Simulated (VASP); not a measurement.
# BaTe (F-43m) in VASP: a series of runs

The runs below take BaTe through single point, with PBE.

Program: VASP 6.6.1. These are calculated values, not measurements. Logs are shortened: lines on timing, memory, paths and dates and some standing lists are left out, and cuts for length are marked.

### Step 1. The cell of the first run

It takes space group F-43m (No. 216, cubic). Conventional cell: a = 7.669 Å, b = 7.669 Å, c = 7.669 Å, α = 90.00°, β = 90.00°, γ = 90.00°. Within 4.4 Å of Ba (site symmetry -43m) lie 4 Te at 3.32 Å. Te (site symmetry -43m) has 4 Ba at 3.32 Å within 4.4 Å.

### Step 2. Single point, PBE (56.37 Å³/atom)

Contents of INCAR:

```
SYSTEM = BaTe
  PREC = Accurate
  ENCUT = 520
  EDIFF = 1E-6
  ISMEAR = 0
  SIGMA = 0.01
  LREAL = .FALSE.
  LASPH = .TRUE.
  NELM = 60
  ALGO = Normal
  ISIF = 2
  LWAVE = .FALSE.
  LCHARG = .FALSE.
  GGA = PE
  NBANDS = 15
```

Contents of KPOINTS:

```
Automatic mesh
0
G
  6 6 6
  0 0 0
```

Contents of POSCAR:

```
BaTe
1.0
    0.0000000000      3.8342554644      3.8342554644
    3.8342554644      0.0000000000      3.8342554644
    3.8342554644      3.8342554644      0.0000000000
Ba Te
1 1
Direct
    0.0000000000      0.0000000000      0.0000000000
    0.2500000000      0.2500000000      0.2500000000
```

Potentials or basis: VASP PAW PBE potentials, release 64 (Ba_sv, Te).

Run with:

```
$ cat potpaw_PBE.64/Ba_sv/POTCAR potpaw_PBE.64/Te/POTCAR > POTCAR
$ mpirun -np 1 vasp_std > vasp.out
```

OUTCAR:

```text
SYSTEM = BaTe
   PREC = Accurate
   ENCUT = 520
   EDIFF = 1E-6
   ISMEAR = 0
   LREAL = .FALSE.
   LASPH = .TRUE.
   NELM = 60
   ISIF = 2
   GGA = PE

 ion  position               nearest neighbor table
   1  0.000  0.000  0.000-   2 3.32   2 3.32   2 3.32   2 3.32
   2  0.250  0.250  0.250-   1 3.32   1 3.32   1 3.32   1 3.32

  LATTYP: Found a face centered cubic cell.
 ALAT       =     7.6685109288

  Lattice vectors:

 A1 = (   0.0000000000,   3.8342554644,   3.8342554644)
 A2 = (   3.8342554644,   0.0000000000,   3.8342554644)
 A3 = (   3.8342554644,   3.8342554644,   0.0000000000)

Analysis of symmetry for initial positions (statically):
=====================================================================
 Subroutine PRICEL returns:
 Original cell was already a primitive cell.

 Routine SETGRP: Setting up the symmetry group for a
 face centered cubic supercell.

 Subroutine GETGRP returns: Found 24 space group operations
 (whereof 24 operations were pure point group operations)
 out of a pool of 48 trial point group operations.

The static configuration has the point symmetry T_d .

Analysis of symmetry for dynamics (positions and initial velocities):
=====================================================================
 Subroutine PRICEL returns:
 Original cell was already a primitive cell.

 Routine SETGRP: Setting up the symmetry group for a
 face centered cubic supercell.

 Subroutine GETGRP returns: Found 24 space group operations
 (whereof 24 operations were pure point group operations)
 out of a pool of 48 trial point group operations.

The dynamic configuration has the point symmetry T_d .

 Subroutine INISYM returns: Found 24 space group operations
 (whereof 24 operations are pure point group operations),
 and found     1 'primitive' translations

----------------------------------------------------------------------------------------

                                     Primitive cell

  volume of cell :     112.7387

  direct lattice vectors                    reciprocal lattice vectors
     0.000000000  3.834255464  3.834255464    -0.130403413  0.130403413  0.130403413
     3.834255464  0.000000000  3.834255464     0.130403413 -0.130403413  0.130403413
     3.834255464  3.834255464  0.000000000     0.130403413  0.130403413 -0.130403413

  length of vectors
     5.422456079  5.422456079  5.422456079     0.225865337  0.225865337  0.225865337

  position of ions in fractional coordinates (direct lattice)
     0.000000000  0.000000000  0.000000000
[... 79 lines left out ...]
   PSTRESS=    0.0 pullay stress
   NELECT =      16.0000    total number of electrons
   NUPDOWN=      -1.0000    fix difference up-down
   EMIN   =  10.00;   EMAX   =-10.00  energy-range for DOS
   EFERMI =   0.00;   METHOD = LEGACY
   ISMEAR =     0;   SIGMA  =   0.01  broadening in eV -4-tet -1-fermi 0-gaus
   EFERMI_NEDOS =   21; number of points for ismear=-14 and -15
   IALGO  =     38    algorithm
   IMIX   =      4    mixing-type and parameters
     AMIX     =   0.40;   BMIX     =  1.00
     AMIX_MAG =   1.60;   BMIX_MAG =  1.00
  volume/ion in A,a.u.               =      56.37       380.40
  Fermi-wavevector in a.u.,A,eV,Ry     =   0.853933  1.613699  9.921389  0.729202
  Thomas-Fermi vector in A             =   1.970452
   LORBIT       =      0    0 simple, 1 ext, 2 COOP (PROOUT), +10 PAW based schemes
   GGA     = PE    functional components
   LHFCALC =     F    Hartree Fock is set to
   AEXX    =    0.0000 exact exchange contribution
   IVDW    =     0    specifies the selected vdW correction
   LEPSILON=     F    determine dielectric tensor
   LRPA    =     F    only Hartree local field effects (RPA)
 non-spin polarized calculation
 Gauss-broadening in eV      SIGMA  =   0.01
  energy-cutoff  :      520.00
  volume of cell :      112.74
 maximum number of plane-waves:      3071
   NGX = 21   NGY = 21   NGZ = 21

 number of electron      15.9999999 magnetization

 Free energy of the ion-electron system (eV)
  ---------------------------------------------------
  ext. energy  EPLUGINS =         0.00000000
  ---------------------------------------------------
  free energy    TOTEN  =        -8.05255731 eV

  energy without entropy =       -8.05255731  energy(sigma->0) =       -8.05255731

 E-fermi :   0.3552     XC(G=0):  -6.9063

 val. band max:        0.3052415904   @ k =  -0.3333   0.5000   0.1667
 cond. band min:       2.9634677328   @ k =   0.0000   0.0000   0.0000
 fundamental gap:      2.6582261424
 Fermi energy:         0.3552229977

 k-point     1 :       0.0000    0.0000    0.0000
  band No.  band energies     occupation
      1     -26.4277      2.00000
      2     -11.6403      2.00000
      3     -11.6403      2.00000
      4     -11.6403      2.00000
      5      -8.5137      2.00000
      6      -0.2170      2.00000
      7      -0.2170      2.00000
      8      -0.2170      2.00000
      9       2.9635      0.00000
     10       4.4833      0.00000
     11       4.4833      0.00000
     12       6.5638      0.00000
     13       6.5638      0.00000
     14       6.5638      0.00000
[... 257 lines left out ...]
      2     -11.8886      2.00000
      3     -11.6989      2.00000
      4     -11.6863      2.00000
      5      -8.0575      2.00000
      6      -0.5424      2.00000
      7      -0.0043      2.00000
      8       0.3052      2.00000
      9       3.1935      0.00000
     10       4.1461      0.00000
     11       5.1531      0.00000
     12       5.5055      0.00000
     13       6.2259      0.00000
     14       7.7034      0.00000
     15       7.9563      0.00000

------------------------ aborting loop because EDIFF is reached ----------------------------------------

  FORCE on cell =-STRESS in cart. coord.  units (eV):
  Direction    XX          YY          ZZ          XY          YZ          ZX
  --------------------------------------------------------------------------------------
  -------------------------------------------------------------------------------------
  Total        1.0979340      1.0979340      1.0979340      0.0000000      0.0000000     -0.0000000
  in kB       15.6031998     15.6031998     15.6031998      0.0000000      0.0000000     -0.0000000
  external PRESSURE =      15.6031998 kB  Pullay stress =       0.0000000 kB

 VOLUME and BASIS-vectors are now :
 -----------------------------------------------------------------------------
  energy-cutoff  :      520.00
  volume of cell :      112.74
      direct lattice vectors                 reciprocal lattice vectors
     0.000000000  3.834255464  3.834255464    -0.130403413  0.130403413  0.130403413
     3.834255464  0.000000000  3.834255464     0.130403413 -0.130403413  0.130403413
     3.834255464  3.834255464  0.000000000     0.130403413  0.130403413 -0.130403413

 POSITION                                       TOTAL-FORCE (eV/Angst)
 -----------------------------------------------------------------------------------
      0.00000      0.00000      0.00000        -0.000000     -0.000000     -0.000000
      1.91713      1.91713      1.91713         0.000000      0.000000      0.000000
 -----------------------------------------------------------------------------------
    total drift:                               -0.000000     -0.000000     -0.000000

  FREE ENERGIE OF THE ION-ELECTRON SYSTEM (eV)
  ---------------------------------------------------
  free  energy   TOTEN  =        -8.0525573088 eV

  energy  without entropy=       -8.0525573088  energy(sigma->0) =       -8.05255731
```

OSZICAR:

```text
N       E                     dE             d eps       ncg     rms          rms(c)
DAV:   1     0.939987065131E+02    0.93999E+02   -0.59217E+03   480   0.854E+02
DAV:   2    -0.629841331133E+00   -0.94629E+02   -0.86635E+02   642   0.150E+02
DAV:   3    -0.818411210670E+01   -0.75543E+01   -0.74836E+01   679   0.478E+01
DAV:   4    -0.842408464229E+01   -0.23997E+00   -0.23983E+00   650   0.842E+00
DAV:   5    -0.842825735950E+01   -0.41727E-02   -0.41727E-02   704   0.996E-01    0.392E+00
DAV:   6    -0.807954016130E+01    0.34872E+00   -0.34598E-01   522   0.258E+00    0.265E+00
DAV:   7    -0.803224868806E+01    0.47291E-01   -0.28375E-01   592   0.241E+00    0.106E+00
DAV:   8    -0.804756865678E+01   -0.15320E-01   -0.32759E-02   529   0.111E+00    0.294E-01
DAV:   9    -0.805077463126E+01   -0.32060E-02   -0.59148E-03   578   0.430E-01    0.134E-01
DAV:  10    -0.805196294253E+01   -0.11883E-02   -0.84488E-04   515   0.156E-01    0.319E-02
DAV:  11    -0.805253251632E+01   -0.56957E-03   -0.72332E-04   543   0.119E-01    0.386E-02
DAV:  12    -0.805255112291E+01   -0.18607E-04   -0.37119E-05   669   0.300E-02    0.114E-02
DAV:  13    -0.805255620306E+01   -0.50801E-05   -0.15557E-05   550   0.177E-02    0.634E-03
DAV:  14    -0.805255736177E+01   -0.11587E-05   -0.24116E-06   570   0.677E-03    0.664E-03
DAV:  15    -0.805255730882E+01    0.52951E-07   -0.25499E-07   471   0.278E-03
   1 F= -.80525573E+01 E0= -.80525573E+01  d E =-.444987E-14
```

stdout:

```text
POSCAR found type information on POSCAR BaTe
 POSCAR found :  2 types and       2 ions
 scaLAPACK will be used
 LDA part: xc-table for (Slater+PW92), standard interpolation
 POSCAR, INCAR and KPOINTS ok, starting setup
 FFT: planning ... GRIDC
 FFT: planning ... GRID_SOFT
 FFT: planning ... GRID
 WAVECAR not read
 entering main loop
```

Run time: 45 s. Hardware: 1 thread of Intel Xeon 8259CL, shared host; peak memory 0.25 GiB.

What came out:

- Free energy: -8.0526 eV
- Pressure: 1.6 GPa
- Band gap on the k mesh: 2.66 eV (least direct gap 2.89 eV)

Caveat: the structure was generated, so it needn't be the stable form of BaTe; spin-orbit coupling is left out, which moves the levels of the heavy elements. A k mesh can miss the band edges.

### Step 3. Single point, PBE (58.17 Å³/atom)

This run uses another cell than the first one, of 58.17 Å³/atom.

Contents of INCAR:

```
PREC = Accurate ; ENCUT = 520
EDIFF = 1E-6 ; ISMEAR = 0
SIGMA = 0.01 ; LREAL = F
LASPH = T ; NELM = 100
ALGO = Normal ; ISIF = 2
LWAVE = F ; LCHARG = T
GGA = PE ; LELF = T
LVHAR = T ; NBANDS = 15
```

Contents of KPOINTS:

```
regular mesh
0
Gamma
  6 6 6
```

Contents of POSCAR:

```
BaTe
1.0
    0.0000000000      3.8746190144      3.8746190144
    3.8746190144      0.0000000000      3.8746190144
    3.8746190144      3.8746190144      0.0000000000
Ba Te
1 1
Direct
    0.0000000000      0.0000000000      0.0000000000
    0.2500000000      0.2500000000      0.2500000000
```

Potentials or basis: VASP PAW PBE potentials, release 64 (Ba_sv, Te).

Run with:

```
$ cat potpaw_PBE.64/Ba_sv/POTCAR potpaw_PBE.64/Te/POTCAR > POTCAR
$ mpirun -np 1 vasp_std > vasp.out
```

Wall time 64 s (1 thread of Intel Xeon 8259CL, shared host); peak memory 0.26 GiB.

Results (log left out):

```yaml
Free_energy: -8.0793 eV
Pressure: 0.8 GPa
Band_gap_on_the_k_mesh: 2.62 eV (least direct gap 2.91 eV)
```

Levels at points of the mesh, in eV from the valence-band top:
| k point | band 5 | band 6 | band 7 | band 8 | band 9 | band 10 | band 11 | band 12 |
| --- | --- | --- | --- | --- | --- | --- | --- | --- |
| (0.00, 0.00, 0.00) | -8.77 | -0.48 | -0.48 | -0.48 | 2.62 | 4.15 | 4.15 | 6.17 |
| (0.50, 0.00, 0.00) | -8.47 | -0.72 | -0.28 | -0.28 | 4.03 | 4.37 | 4.37 | 4.59 |
| (0.50, 0.50, 0.00) | -8.37 | -1.02 | 0.00 | 0.00 | 2.91 | 3.94 | 5.04 | 5.04 |

Caveat: the structure was generated, so it needn't be the stable form of BaTe; spin-orbit coupling is left out, which moves the levels of the heavy elements. A k mesh can miss the band edges.

### Step 4. Single point, PBE

This run uses another cell than the first one, of 59.97 Å³/atom.

Contents of INCAR:

```
PREC = Accurate
ENCUT = 520
EDIFF = 1E-7
ISMEAR = 0
SIGMA = 0.01
LREAL = F
LASPH = T
NELM = 80
ALGO = Normal
ISIF = 2
LWAVE = F
LCHARG = F
GGA = PE
NBANDS = 15
```

Contents of KPOINTS:

```
Automatic mesh
0
Gamma
  6 6 6
```

Contents of POSCAR:

```
BaTe
1.0
    0.0000000000      3.9141586740      3.9141586740
    3.9141586740      0.0000000000      3.9141586740
    3.9141586740      3.9141586740      0.0000000000
Ba Te
1 1
Direct
    0.0000000000      0.0000000000      0.0000000000
    0.2500000000      0.2500000000      0.2500000000
```

Run with:

```
$ cat potpaw_PBE.64/Ba_sv/POTCAR potpaw_PBE.64/Te/POTCAR > POTCAR
$ mpirun -np 1 vasp_std > vasp.out
```

It took 64 s on 1 thread of Intel Xeon 8259CL, shared host; peak memory 0.27 GiB.

Results (log left out):

* Free energy: -8.0909 eV
* Pressure: 0.2 GPa
* Band gap on the k mesh: 2.58 eV (least direct gap 2.92 eV)

Levels at points of the mesh, in eV from the valence-band top:
```csv
k point,band 6,band 7,band 8,band 9,band 10,band 11
"(0.00, 0.00, 0.00)",-0.44,-0.44,-0.44,2.58,4.12,4.12
"(0.50, 0.00, 0.00)",-0.69,-0.25,-0.25,4.00,4.33,4.33
"(0.50, 0.50, 0.00)",-0.97,0.00,0.00,2.92,3.90,4.97
```

Caveat: the structure was generated, so it needn't be the stable form of BaTe; spin-orbit coupling is left out, which moves the levels of the heavy elements.

### Step 5. Single point, PBE (61.77 Å³/atom)

This run uses another cell than the first one, of 61.77 Å³/atom.

Contents of INCAR:

```
ALGO = Normal
EDIFF = 1E-6
ENCUT = 520
GGA = PE
ISIF = 2
ISMEAR = 0
LASPH = T
LCHARG = F
LREAL = F
LWAVE = F
NBANDS = 15
NELM = 60
PREC = Accurate
SIGMA = 0.01
```

Contents of KPOINTS:

```
k-points
0
Gamma
  6 6 6
```

Contents of POSCAR:

```
BaTe
1.0
    0.0000000000      3.9529152408      3.9529152408
    3.9529152408      0.0000000000      3.9529152408
    3.9529152408      3.9529152408      0.0000000000
Ba Te
1 1
Direct
    0.0000000000      0.0000000000      0.0000000000
    0.2500000000      0.2500000000      0.2500000000
```

Run with:

```
$ cat potpaw_PBE.64/Ba_sv/POTCAR potpaw_PBE.64/Te/POTCAR > POTCAR
$ mpirun -np 1 vasp_std > vasp.out
```

Run time: 62 s. Hardware: 1 thread of Intel Xeon 8259CL, shared host; peak memory 0.26 GiB.

Results (log left out):

```yaml
Free_energy: -8.0896 eV
Pressure: -0.3 GPa
Band_gap_on_the_k_mesh: 2.54 eV (least direct gap 2.93 eV)
```

Levels at points of the mesh, in eV from the valence-band top:
```tsv
k point	band 5	band 6	band 7	band 8	band 9	band 10	band 11	band 12
(0.00, 0.00, 0.00)	-8.69	-0.40	-0.40	-0.40	2.54	4.09	4.09	5.98
(0.50, 0.00, 0.00)	-8.45	-0.67	-0.23	-0.23	3.96	4.28	4.28	4.47
(0.50, 0.50, 0.00)	-8.37	-0.92	0.00	0.00	2.93	3.86	4.91	4.91
```

Caveat: the structure was generated, so it needn't be the stable form of BaTe; spin-orbit coupling is left out, which moves the levels of the heavy elements.

### Step 6. Single point, PBE (63.57 Å³/atom)

This run uses another cell than the first one, of 63.57 Å³/atom.

Contents of INCAR:

```
PREC = Accurate
ENCUT = 520
EDIFF = 1E-6
ISMEAR = 0
SIGMA = 0.01
LREAL = False
LASPH = True
NELM = 100
ALGO = Normal
ISIF = 2
LWAVE = False
LCHARG = True
GGA = PE
LELF = True
LVHAR = True
NBANDS = 15
```

Contents of KPOINTS:

```
Automatic mesh
0
Gamma
  6 6 6
```

Contents of POSCAR:

```
BaTe
1.0
    0.0000000000      3.9909263730      3.9909263730
    3.9909263730      0.0000000000      3.9909263730
    3.9909263730      3.9909263730      0.0000000000
Ba Te
1 1
Direct
    0.0000000000      0.0000000000      0.0000000000
    0.2500000000      0.2500000000      0.2500000000
```

Potentials or basis: VASP PAW PBE potentials, release 64 (Ba_sv, Te).

Run with:

```
$ cat potpaw_PBE.64/Ba_sv/POTCAR potpaw_PBE.64/Te/POTCAR > POTCAR
$ mpirun -np 1 vasp_std > vasp.out
```

Run time: 67 s. Hardware: 1 thread of Intel Xeon 8259CL, shared host; peak memory 0.26 GiB.

Results (log left out):

```
Free energy            : -8.0770 eV
Pressure               : -0.8 GPa
Band gap on the k mesh : 2.49 eV (least direct gap 2.86 eV)
```

Levels at points of the mesh, in eV from the valence-band top:
```csv
k point,band 6,band 7,band 8,band 9,band 10,band 11
"(0.00, 0.00, 0.00)",-0.37,-0.37,-0.37,2.49,4.06,4.06
"(0.50, 0.00, 0.00)",-0.64,-0.21,-0.21,3.92,4.24,4.24
"(0.50, 0.50, 0.00)",-0.87,0.00,0.00,2.93,3.82,4.84
```

Caveat: the structure was generated, so it needn't be the stable form of BaTe; spin-orbit coupling is left out, which moves the levels of the heavy elements. A k mesh can miss the band edges.

### Step 7. Overview

```csv
cell,gap on the mesh (eV),pressure (GPa)
"a = 5.422 Å, angles 60.0°, 2 atoms",2.66,1.6
"a = 5.480 Å, angles 60.0°, 2 atoms",2.62,0.8
"a = 5.535 Å, angles 60.0°, 2 atoms",2.58,0.2
"a = 5.590 Å, angles 60.0°, 2 atoms",2.54,-0.3
"a = 5.644 Å, angles 60.0°, 2 atoms",2.49,-0.8
```

Alike in all rows: task single point; level PBE; potentials or basis VASP PAW PBE potentials, release 64 (Ba_sv, Te); no spin polarisation; k mesh 6 × 6 × 6; cutoff (eV) 520; smearing gaussian 0.01 eV.

Caveats: the structure was generated, so it needn't be the stable form of BaTe; spin-orbit coupling is left out, which moves the levels of the heavy elements.

Absolute energies hang on the potentials; compare differences alone.
